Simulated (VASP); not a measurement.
# CoSi (P2_13) in VASP: a series of runs, part 2 of 2

VASP 6.6.1. The steps go on from the part before.

## 3. Relaxation of the atoms, PBE (10.55 Å³/atom)

This run uses another cell than the first one, of 10.55 Å³/atom.

Input file INCAR:

```
SYSTEM = CoSi
  PREC = Accurate
  ENCUT = 520
  EDIFF = 1E-7
  ISMEAR = 0
  SIGMA = 0.1
  LREAL = .FALSE.
  LASPH = .TRUE.
  NELM = 60
  ALGO = Normal
  ISIF = 2
  LWAVE = .FALSE.
  LCHARG = .FALSE.
  GGA = PE
  IBRION = 2
  NSW = 50
  EDIFFG = -0.01
```

Input file KPOINTS:

```
regular mesh
0
G
  8 8 8
  0 0 0
```

Input file POSCAR:

```
CoSi
1.0
    4.3860899561      0.0000000000      0.0000000000
    0.0000000000      4.3860899561      0.0000000000
    0.0000000000      0.0000000000      4.3860899561
Co Si
4 4
Direct
    0.1450189122      0.1450189122      0.1450189122
    0.3549810878      0.8549810878      0.6450189122
    0.6450189122      0.3549810878      0.8549810878
    0.8549810878      0.6450189122      0.3549810878
    0.8431597104      0.8431597104      0.8431597104
    0.6568402896      0.1568402896      0.3431597104
    0.3431597104      0.6568402896      0.1568402896
    0.1568402896      0.3431597104      0.6568402896
```

Potentials or basis: VASP PAW PBE potentials, release 64 (Co, Si).

Command:

```sh
$ cat potpaw_PBE.64/Co/POTCAR potpaw_PBE.64/Si/POTCAR > POTCAR
$ mpirun -np 1 vasp_std > vasp.out
```

OUTCAR:

```text
SYSTEM = CoSi
   PREC = Accurate
   ENCUT = 520
   EDIFF = 1E-7
   ISMEAR = 0
   LREAL = .FALSE.
   LASPH = .TRUE.
   NELM = 60
   ISIF = 2
   GGA = PE
   IBRION = 2
   NSW = 50
   EDIFFG = -0.01

 ion  position               nearest neighbor table
   1  0.145  0.145  0.145-   5 2.29   6 2.31   7 2.31   8 2.31   7 2.41   8 2.41   6 2.41   2 2.70
                             2 2.70   4 2.70   3 2.70   4 2.70   3 2.70
   2  0.355  0.855  0.645-   6 2.29   5 2.31   7 2.31   8 2.31   7 2.41   8 2.41   5 2.41   1 2.70
                             1 2.70   3 2.70   4 2.70   4 2.70   3 2.70
   3  0.645  0.355  0.855-   7 2.29   6 2.31   5 2.31   8 2.31   8 2.41   6 2.41   5 2.41   4 2.70
                             4 2.70   1 2.70   2 2.70   2 2.70   1 2.70
   4  0.855  0.645  0.355-   8 2.29   6 2.31   7 2.31   5 2.31   6 2.41   5 2.41   7 2.41   3 2.70
                             3 2.70   1 2.70   1 2.70   2 2.70   2 2.70
   5  0.843  0.843  0.843-   1 2.29   2 2.31   3 2.31   4 2.31   3 2.41   4 2.41   2 2.41   6 2.71
                             7 2.71   8 2.71   6 2.71   8 2.71   7 2.71
   6  0.657  0.157  0.343-   2 2.29   1 2.31   3 2.31   4 2.31   3 2.41   4 2.41   1 2.41   8 2.71
                             5 2.71   5 2.71   7 2.71   7 2.71   8 2.71
   7  0.343  0.657  0.157-   3 2.29   2 2.31   1 2.31   4 2.31   4 2.41   2 2.41   1 2.41   8 2.71
                             5 2.71   8 2.71   6 2.71   6 2.71   5 2.71
   8  0.157  0.343  0.657-   4 2.29   2 2.31   3 2.31   1 2.31   2 2.41   1 2.41   3 2.41   7 2.71
                             5 2.71   7 2.71   5 2.71   6 2.71   6 2.71

  LATTYP: Found a simple cubic cell.
 ALAT       =     4.3860899561

  Lattice vectors:

 A1 = (   4.3860899561,   0.0000000000,   0.0000000000)
 A2 = (   0.0000000000,   4.3860899561,   0.0000000000)
 A3 = (   0.0000000000,   0.0000000000,   4.3860899561)

Analysis of symmetry for initial positions (statically):
=====================================================================
 Subroutine PRICEL returns:
 Original cell was already a primitive cell.

 Routine SETGRP: Setting up the symmetry group for a
 simple cubic supercell.

 Subroutine GETGRP returns: Found 12 space group operations
 (whereof  3 operations were pure point group operations)
 out of a pool of 48 trial point group operations.

[... 162 lines left out ...]
  energy-cutoff  :      520.00
  volume of cell :       84.38
 maximum number of plane-waves:      2301
 NGX is ok and might be reduce to    36
   NGX = 17   NGY = 17   NGZ = 17

--------------------------------------- Ionic step        1  -------------------------------------------

 number of electron      51.9999987 magnetization

 Free energy of the ion-electron system (eV)
  ---------------------------------------------------
  ext. energy  EPLUGINS =         0.00000000
  ---------------------------------------------------
  free energy    TOTEN  =       -54.69536190 eV

  energy without entropy =      -54.68893936  energy(sigma->0) =      -54.69215063

------------------------ aborting loop because EDIFF is reached ----------------------------------------

  FORCE on cell =-STRESS in cart. coord.  units (eV):
  Direction    XX          YY          ZZ          XY          YZ          ZX
  --------------------------------------------------------------------------------------
  -------------------------------------------------------------------------------------
  Total        3.7933527      3.7933527      3.7933527      0.0000000     -0.0000000      0.0000000
  in kB       72.0279756     72.0279756     72.0279756      0.0000000     -0.0000000      0.0000000
  external PRESSURE =      72.0279756 kB  Pullay stress =       0.0000000 kB
[... 155 lines left out ...]
--------------------------------------- Ionic step        5  -------------------------------------------

 number of electron      51.9999987 magnetization

 Free energy of the ion-electron system (eV)
  ---------------------------------------------------
  ext. energy  EPLUGINS =         0.00000000
  ---------------------------------------------------
  free energy    TOTEN  =       -54.69679560 eV

  energy without entropy =      -54.69044516  energy(sigma->0) =      -54.69362038

 E-fermi :  12.5931     XC(G=0): -13.0222

 val. band max:       12.5775319748   @ k =   0.5000   0.5000   0.3750
 cond. band min:      12.7210343258   @ k =   0.3750   0.3750   0.3750
 fundamental gap:      0.1435023510
 Fermi energy:        12.5931163047

 k-point     1 :       0.0000    0.0000    0.0000
  band No.  band energies     occupation
      1      -1.3489      2.00000
      2       4.2536      2.00000
      3       4.2536      2.00000
      4       4.2536      2.00000
      5       6.9577      2.00000
      6       6.9577      2.00000
[... 805 lines left out ...]
     30      14.6601      0.00000
     31      15.5424      0.00000

 [... further k-points ...]

------------------------ aborting loop because EDIFF is reached ----------------------------------------

  FORCE on cell =-STRESS in cart. coord.  units (eV):
  Direction    XX          YY          ZZ          XY          YZ          ZX
  --------------------------------------------------------------------------------------
  -------------------------------------------------------------------------------------
  Total        3.7063101      3.7063101      3.7063101     -0.0000000      0.0000000      0.0000000
  in kB       70.3752142     70.3752142     70.3752142     -0.0000000      0.0000000      0.0000000
  external PRESSURE =      70.3752142 kB  Pullay stress =       0.0000000 kB
[... 23 lines left out ...]
  FREE ENERGIE OF THE ION-ELECTRON SYSTEM (eV)
  ---------------------------------------------------
  free  energy   TOTEN  =       -54.6967956050 eV

  energy  without entropy=      -54.6904451558  energy(sigma->0) =      -54.69362038

 reached required accuracy - stopping structural energy minimisation
```

CONTCAR:

```text
CoSi
   1.00000000000000
     4.3860899561000002    0.0000000000000000    0.0000000000000000
     0.0000000000000000    4.3860899561000002    0.0000000000000000
     0.0000000000000000    0.0000000000000000    4.3860899561000002
  Co              Si
     4     4
Direct
     0.1460586562955266    0.1460586562955266    0.1460586562955266
     0.3539413437044734    0.8539413437044734    0.6460586562955266
     0.6460586562955266    0.3539413437044734    0.8539413437044734
     0.8539413437044734    0.6460586562955266    0.3539413437044734
     0.8436246421360309    0.8436246421360309    0.8436246421360309
     0.6563753578639691    0.1563753578639691    0.3436246421360309
     0.3436246421360309    0.6563753578639691    0.1563753578639691
     0.1563753578639691    0.3436246421360309    0.6563753578639691

  0.00000000E+00  0.00000000E+00  0.00000000E+00
  0.00000000E+00  0.00000000E+00  0.00000000E+00
  0.00000000E+00  0.00000000E+00  0.00000000E+00
  0.00000000E+00  0.00000000E+00  0.00000000E+00
  0.00000000E+00  0.00000000E+00  0.00000000E+00
  0.00000000E+00  0.00000000E+00  0.00000000E+00
  0.00000000E+00  0.00000000E+00  0.00000000E+00
  0.00000000E+00  0.00000000E+00  0.00000000E+00
```

It took 4 min on 1 thread of Intel Xeon Platinum 8488C (Sapphire Rapids), shared host; peak memory 0.26 GiB.

Results:

| Quantity | Value |
| --- | --- |
| Free energy | -54.6968 eV |
| Energy gained by relaxing | 0.2 meV/atom |
| Ionic steps | 5 |
| Pressure after relaxing | 7.0 GPa |
| Largest force after relaxing | 0.003 eV/Å |
| Band gap on the k mesh | zero (bands 26 and 27 overlap by 0.22 eV) |

Forces on the atoms (eV/Å):
```
Co   0.001  0.001  0.001
Co  -0.001 -0.001  0.001
Co   0.001 -0.001 -0.001
Co  -0.001  0.001 -0.001
Si  -0.002 -0.002 -0.002
Si   0.002  0.002 -0.002
Si  -0.002  0.002  0.002
Si   0.002 -0.002  0.002
```

Step by step:
```csv
step,energy change (eV),largest force (eV/Å),pressure (GPa)
1,0.0000,0.0714,7.20
2,-0.0010,0.0418,7.11
3,-0.0013,0.0261,7.02
4,-0.0014,0.0158,7.04
5,-0.0014,0.0033,7.04
```

Final structure:
```
CELL_PARAMETERS angstrom
4.38609 0.00000 0.00000
0.00000 4.38609 0.00000
0.00000 0.00000 4.38609
ATOMIC_POSITIONS crystal
Co 0.14606 0.14606 0.14606
Co 0.35394 0.85394 0.64606
Co 0.64606 0.35394 0.85394
Co 0.85394 0.64606 0.35394
Si 0.84362 0.84362 0.84362
Si 0.65638 0.15638 0.34362
Si 0.34362 0.65638 0.15638
Si 0.15638 0.34362 0.65638
```

Spin polarisation is off, so any magnetic state and its effect on volume and gap are missing.

The gap in the log of VASP goes by the Fermi energy; the results here count the filled bands.